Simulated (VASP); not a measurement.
# TaN (Pm-3m) in VASP: relaxation of cell and atoms with PBEsol-based screened hybrid with 25 % exact exchange

Aim: the relaxation of cell and atoms of TaN with PBEsol-based screened hybrid with 25 % exact exchange.

Everything below comes from runs of VASP 6.6.1. Logs are shortened: lines on timing, memory, paths and dates and some standing lists are left out, and cuts for length are marked.

**1. The cell of the first run**

The structure is cubic, space group Pm-3m (No. 221). Conventional cell: a = 2.732 Å, b = 2.732 Å, c = 2.732 Å, α = 90.00°, β = 90.00°, γ = 90.00°. Ta (site symmetry m-3m) has 8 N at 2.37 Å and 6 Ta at 2.73 Å within 3.1 Å. N (site symmetry m-3m) has 8 Ta at 2.37 Å and 6 N at 2.73 Å within 3.1 Å.

**2. Relaxation of cell and atoms, PBEsol-based screened hybrid with 25 % exact exchange**

Contents of POSCAR:

```
TaN
1.0
    2.7323076900      0.0000000000      0.0000000000
    0.0000000000      2.7323076900      0.0000000000
    0.0000000000      0.0000000000      2.7323076900
Ta N
1 1
Direct
    0.0000000000      0.0000000000      0.0000000000
    0.5000000000      0.5000000000      0.5000000000
```

Contents of INCAR.step1:

```
SYSTEM = TaN
  PREC = Accurate
  ENCUT = 600
  EDIFF = 1E-5
  ISMEAR = -1
  SIGMA = 0.05
  LREAL = .FALSE.
  LASPH = .TRUE.
  NELM = 60
  ALGO = Normal
  LWAVE = .TRUE.
  LCHARG = .FALSE.
  GGA = PE
  NBANDS = 15
```

Contents of INCAR.step2:

```
SYSTEM = TaN
  PREC = Accurate
  ENCUT = 600
  EDIFF = 1E-6
  ISMEAR = -1
  SIGMA = 0.05
  LREAL = .FALSE.
  LASPH = .TRUE.
  NELM = 60
  ALGO = Normal
  ISIF = 3
  LWAVE = .FALSE.
  LCHARG = .FALSE.
  GGA = PS
  LHFCALC = .TRUE.
  AEXX = 0.25
  HFSCREEN = 0.207
  PRECFOCK = Normal
  IBRION = 2
  NSW = 60
  EDIFFG = -0.01
  ISTART = 1
```

Contents of KPOINTS:

```
Automatic mesh
0
G
  5 5 5
  0 0 0
```

Potentials or basis: VASP PAW PBE potentials, release 64 (Ta_pv, N).

Command:

```bash
cat potpaw_PBE.64/Ta_pv/POTCAR potpaw_PBE.64/N/POTCAR > POTCAR
cp INCAR.step1 INCAR
mpirun -np 1 vasp_std > vasp.out
cp INCAR.step2 INCAR
mpirun -np 1 vasp_std > vasp.out
```

OUTCAR:

```text
SYSTEM = TaN
   PREC = Accurate
   ENCUT = 600
   EDIFF = 1E-6
   ISMEAR = -1
   LREAL = .FALSE.
   LASPH = .TRUE.
   NELM = 60
   ISIF = 3
   GGA = PS
   LHFCALC = .TRUE.
   AEXX = 0.25
   HFSCREEN = 0.207
   PRECFOCK = Normal
   IBRION = 2
   NSW = 60
   EDIFFG = -0.01
   ISTART = 1

 ion  position               nearest neighbor table
   1  0.000  0.000  0.000-   2 2.37   2 2.37   2 2.37   2 2.37   2 2.37   2 2.37   2 2.37   2 2.37

   2  0.500  0.500  0.500-   1 2.37   1 2.37   1 2.37   1 2.37   1 2.37   1 2.37   1 2.37   1 2.37

  LATTYP: Found a simple cubic cell.
 ALAT       =     2.7323076900

  Lattice vectors:

 A1 = (   2.7323076900,   0.0000000000,   0.0000000000)
 A2 = (   0.0000000000,   2.7323076900,   0.0000000000)
 A3 = (   0.0000000000,   0.0000000000,   2.7323076900)

Analysis of symmetry for initial positions (statically):
=====================================================================
 Subroutine PRICEL returns:
 Original cell was already a primitive cell.

 Routine SETGRP: Setting up the symmetry group for a
 simple cubic supercell.

 Subroutine GETGRP returns: Found 48 space group operations
 (whereof 48 operations were pure point group operations)
 out of a pool of 48 trial point group operations.

The static configuration has the point symmetry O_h .

Analysis of symmetry for dynamics (positions and initial velocities):
=====================================================================
 Subroutine PRICEL returns:
 Original cell was already a primitive cell.

 Routine SETGRP: Setting up the symmetry group for a
 simple cubic supercell.

 Subroutine GETGRP returns: Found 48 space group operations
 (whereof 48 operations were pure point group operations)
 out of a pool of 48 trial point group operations.

The dynamic configuration has the point symmetry O_h .

 Subroutine INISYM returns: Found 48 space group operations
 (whereof 48 operations are pure point group operations),
 and found     1 'primitive' translations

----------------------------------------------------------------------------------------

                                     Primitive cell
[... 71 lines left out ...]
   LNONCOLLINEAR =      F non collinear calculations
   LSORBIT =      F    spin-orbit coupling
   LASPH  =      T    aspherical Exc in radial PAW
   ENCUT  =  600.0 eV  44.10 Ry    6.64 a.u.   5.46  5.46  5.46*2*pi/ulx,y,z
   NELM   =     60;   NELMIN=  2; NELMDL=  0     # of ELM steps
   EDIFF  = 0.1E-05   stopping-criterion for ELM
   LREAL  =      F    real-space projection
   EDIFFG = -.1E-01   stopping-criterion for IOM
   NSW    =     60    number of steps for IOM
   IBRION =      2    ionic relax: 0-MD 1-quasi-New 2-CG
   NFREE  =      1    steps in history (QN), initial steepest desc. (CG)
   ISIF   =      3    stress and relaxation
   ISYM   =      3    0-nonsym 1-usesym 2-fastsym
   POTIM  = 0.5000    time-step for ionic-motion
   TEBEG  =    0.0;   TEEND  =   0.0 temperature during run
   PSTRESS=    0.0 pullay stress
   NELECT =      16.0000    total number of electrons
   NUPDOWN=      -1.0000    fix difference up-down
   EMIN   =  10.00;   EMAX   =-10.00  energy-range for DOS
   EFERMI =   0.00;   METHOD = LEGACY
   ISMEAR =    -1;   SIGMA  =   0.05  broadening in eV -4-tet -1-fermi 0-gaus
   EFERMI_NEDOS =   21; number of points for ismear=-14 and -15
   IALGO  =     38    algorithm
   IMIX   =      1    mixing-type and parameters
     AMIX     =   0.40;   BMIX     =  1.00
     AMIX_MAG =   1.60;   BMIX_MAG =  1.00
  volume/ion in A,a.u.               =      10.20        68.83
  Fermi-wavevector in a.u.,A,eV,Ry     =   1.509797  2.853103 31.014303  2.279487
  Thomas-Fermi vector in A             =   2.620072
   LORBIT       =      0    0 simple, 1 ext, 2 COOP (PROOUT), +10 PAW based schemes
   GGA     = PS    functional components
   LHFCALC =     T    Hartree Fock is set to
   PRECFOCK=normal    Normal, Fast or Accurate (Low or Medium for compatibility)
   ENCUT4O =  -1.0   cutoff for four orbital integrals eV
   NKREDX  =     1    reduce k-point grid by
   NKREDY  =     1    reduce k-point grid by
   NKREDZ  =     1    reduce k-point grid by
   AEXX    =    0.2500 exact exchange contribution
   HFSCREEN=    0.2070 screening length (either q_TF or 0.3 A-1)
   HFSCREENC=   0.2070 screening length for correlation (either q_TF or 0.3 A-1)
   ENCUTFOCK=  -1.0 apply spherical cutoff to Coloumb kernel
   IVDW    =     0    specifies the selected vdW correction
   LEPSILON=     F    determine dielectric tensor
   LRPA    =     F    only Hartree local field effects (RPA)
 conjugate gradient relaxation of ions
 non-spin polarized calculation
  energy-cutoff  :      600.00
  volume of cell :       20.40
 maximum number of plane-waves:       691
 NGX is ok and might be reduce to    24
  NGX = 18; NGY = 18; NGZ = 18

--------------------------------------- Ionic step        1  -------------------------------------------

 number of electron      15.9999999 magnetization

 Free energy of the ion-electron system (eV)
  ---------------------------------------------------
  ext. energy  EPLUGINS =         0.00000000
  ---------------------------------------------------
  free energy    TOTEN  =       -25.56530092 eV

  energy without entropy =      -25.55252594  energy(sigma->0) =      -25.55891343

------------------------ aborting loop because EDIFF is reached ----------------------------------------

  FORCE on cell =-STRESS in cart. coord.  units (eV):
  Direction    XX          YY          ZZ          XY          YZ          ZX
  --------------------------------------------------------------------------------------
  -------------------------------------------------------------------------------------
  Total       -1.0317835     -1.0317835     -1.0317835     -0.0000000     -0.0000000      0.0000000
  in kB      -81.0420407    -81.0420407    -81.0420407     -0.0000000     -0.0000000      0.0000000
  external PRESSURE =     -81.0420407 kB  Pullay stress =       0.0000000 kB
[... 59 lines left out ...]
--------------------------------------- Ionic step        3  -------------------------------------------

 number of electron      15.9999997 magnetization

 Free energy of the ion-electron system (eV)
  ---------------------------------------------------
  ext. energy  EPLUGINS =         0.00000000
  ---------------------------------------------------
  free energy    TOTEN  =       -25.57752728 eV

  energy without entropy =      -25.56323414  energy(sigma->0) =      -25.57038071

 E-fermi :   8.2553     XC(G=0): -11.3705

 val. band max:        8.2037739052   @ k =   0.2000   0.2000   0.2000
 cond. band min:       9.3194027971   @ k =   0.2000   0.2000   0.0000
 fundamental gap:      1.1156288919
 Fermi energy:         8.2553430327

 k-point     1 :       0.0000    0.0000    0.0000
  band No.  band energies     occupation
      1     -27.9826      2.00000
      2     -27.9826      2.00000
      3     -27.9825      2.00000
      4     -11.3450      2.00000
      5       3.7767      2.00000
      6       3.7767      2.00000
      7       6.1434      2.00000
      8       6.1434      2.00000
      9       6.1434      2.00000
     10      13.1032      0.00000
     11      14.5180      0.00000
     12      14.5180      0.00000
[... 162 lines left out ...]
  FREE ENERGIE OF THE ION-ELECTRON SYSTEM (eV)
  ---------------------------------------------------
  free  energy   TOTEN  =       -25.5775272839 eV

  energy  without entropy=      -25.5632341388  energy(sigma->0) =      -25.57038071

 reached required accuracy - stopping structural energy minimisation
```

OUTCAR.step1:

```text
SYSTEM = TaN
   PREC = Accurate
   ENCUT = 600
   EDIFF = 1E-5
   ISMEAR = -1
   LREAL = .FALSE.
[... 385 lines left out ...]
      0.00000      0.00000      0.00000         0.000000      0.000000      0.000000
      1.36615      1.36615      1.36615         0.000000      0.000000      0.000000
 -----------------------------------------------------------------------------------
    total drift:                                0.000000      0.000000     -0.000000

  FREE ENERGIE OF THE ION-ELECTRON SYSTEM (eV)
  ---------------------------------------------------
  free  energy   TOTEN  =       -20.7901169617 eV

  energy  without entropy=      -20.7756100589  energy(sigma->0) =      -20.78286351
```

OSZICAR.step1:

```text
N       E                     dE             d eps       ncg     rms          rms(c)
DAV:   1     0.100849656101E+03    0.10085E+03   -0.93306E+03   300   0.125E+03
DAV:   2    -0.199104270471E+02   -0.12076E+03   -0.11356E+03   370   0.328E+02
DAV:   3    -0.229405656060E+02   -0.30301E+01   -0.30010E+01   349   0.500E+01
DAV:   4    -0.229532607529E+02   -0.12695E-01   -0.12693E-01   405   0.333E+00
DAV:   5    -0.229533271718E+02   -0.66419E-04   -0.66419E-04   349   0.229E-01    0.210E+01
DAV:   6    -0.208749473285E+02    0.20784E+01   -0.31647E+00   363   0.214E+01    0.919E+00
DAV:   7    -0.208184405081E+02    0.56507E-01   -0.53082E-01   328   0.583E+00    0.657E+00
DAV:   8    -0.207980126263E+02    0.20428E-01   -0.16464E-01   335   0.351E+00    0.180E+00
DAV:   9    -0.207902091665E+02    0.78035E-02   -0.13902E-02   356   0.989E-01    0.190E-01
DAV:  10    -0.207901777330E+02    0.31433E-04   -0.95084E-04   370   0.327E-01    0.120E-01
DAV:  11    -0.207901171404E+02    0.60593E-04   -0.13554E-04   356   0.104E-01    0.115E-02
DAV:  12    -0.207901169617E+02    0.17866E-06   -0.89033E-06   192   0.287E-02
   1 F= -.20790117E+02 E0= -.20782864E+02  d E =-.145069E-01
```

It took 24 min on 1 thread of Intel Xeon Platinum 8375C at 2.90GHz (Ice Lake), shared host; peak memory 0.26 GiB.

What came out:

```
Free energy                           : -25.5775 eV
Relaxed volume                        : 9.96 Å³/atom
Relaxed cell                          : a = 2.711 Å, b = 2.711 Å, c = 2.711 Å, α = 90.00°, β = 90.00°, γ = 90.00°
Space group after relaxing (to 0.1 Å) : Pm-3m (No. 221)
Energy gained by relaxing             : 6.1 meV/atom
Ionic steps                           : 3
Pressure after relaxing               : -0.1 GPa
Band gap on the k mesh                : zero (bands 8 and 9 overlap by 7.33 eV)
```

The path:
| step | energy change (eV) | largest force (eV/Å) | pressure (GPa) | volume (Å³) |
| --- | --- | --- | --- | --- |
| 1 | 0.0000 | 0.0000 | -8.10 | 20.40 |
| 2 | 0.0501 | 0.0000 | 20.76 | 18.91 |
| 3 | -0.0122 | 0.0000 | -0.10 | 19.93 |

Final structure:
```xyz
2
Lattice="2.7112 0.0000 0.0000 0.0000 2.7112 0.0000 0.0000 0.0000 2.7112" Properties=species:S:1:pos:R:3 pbc="T T T"
Ta    0.0000    0.0000    0.0000
N     1.3556    1.3556    1.3556
```

Levels at points of the mesh, in eV from the Fermi level:
| k point | band 4 | band 5 | band 6 | band 7 | band 8 | band 9 | band 10 | band 11 | band 12 |
| --- | --- | --- | --- | --- | --- | --- | --- | --- | --- |
| (0.00, 0.00, 0.00) | -19.60 | -4.48 | -4.48 | -2.11 | -2.11 | -2.11 | 4.85 | 6.26 | 6.26 |

Caveat: the k points lie up to 0.46 Å⁻¹ apart in the final cell, too coarse for converged energies and pressures of a metal; the PAW data sets were made with another functional, which shifts forces and pressure a little; spin-orbit coupling is left out, which moves the levels of the heavy elements.

The gap in the log of VASP goes by the Fermi energy; the results here count the filled bands.